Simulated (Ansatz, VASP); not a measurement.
Two plane-wave programs on TiAl

File INCAR:

```
  ALGO = Fast
  EDIFF = 1E-6
  ENCUT = 520
  GGA = PS
  ISIF = 2
  ISMEAR = 0
  LASPH = True
  LCHARG = False
  LREAL = False
  LWAVE = False
  NBANDS = 14
  NELM = 60
  PREC = Accurate
  SIGMA = 0.15
```

File KPOINTS:

```
k-points
0
Gamma
  16 16 16
```

File POSCAR:

```
TiAl
1.0
    2.8245086972      0.0000000000      0.0000000000
    0.0000000000      2.8245086972      0.0000000000
    0.0000000000      0.0000000000      3.7303286363
Ti Al
1 1
Direct
    0.0000000000      0.0000000000      0.0000000000
    0.5000000000      0.5000000000      0.5000000000
```

Input for Ansatz:

```yaml
crystal:
  lattice:
    - [2.8245086972, 0.0, 0.0]
    - [0.0, 2.8245086972, 0.0]
    - [0.0, 0.0, 3.7303286363]
  atoms:
    - { symbol: Ti, position: [0.0, 0.0, 0.0] }
    - { symbol: Al, position: [0.5, 0.5, 0.5] }
basis:
  ecutwfc: 520.0
kpoints:
  mp_grid: { grid: [16, 16, 16] }
hamiltonian:
  xc: pbesol
  pseudopotentials: { kind: paw, azcp: { folder: soft_1 } }
scf:
  occupations: { method: gaussian, width: 0.15 }
output:
  forces: true
  stress: true
  eigenvalues: true
```

Alike in both runs: task single point; functional PBEsol; k mesh 16 × 16 × 16; occupations gaussian, width 0.15 eV; no spin polarisation.

|  | VASP | Ansatz |
| --- | --- | --- |
| version | VASP 6.6.1 | Ansatz 0.2.0 |
| potentials or method | VASP PAW PBE potentials, release 64 (Ti_sv, Al), cutoff 520 eV | scalar-relativistic, plane waves, PAW |
| valence electrons in the cell | 15 | 15 |

|  | VASP | Ansatz | Ansatz less VASP |
| --- | --- | --- | --- |
| gap on the k mesh at the Fermi level (eV) | none | none | - |
| pressure (GPa) | 7.7 | 7.6 | -0.10 |
| traceless stress, the component that is largest in VASP (GPa) | 3.85 | 3.85 | -0.002 |

VASP's potentials were made for PBE, not for PBEsol, and Ansatz warns of the same on its side. A gap of «none» marks a metal or a gap that the smearing closes.
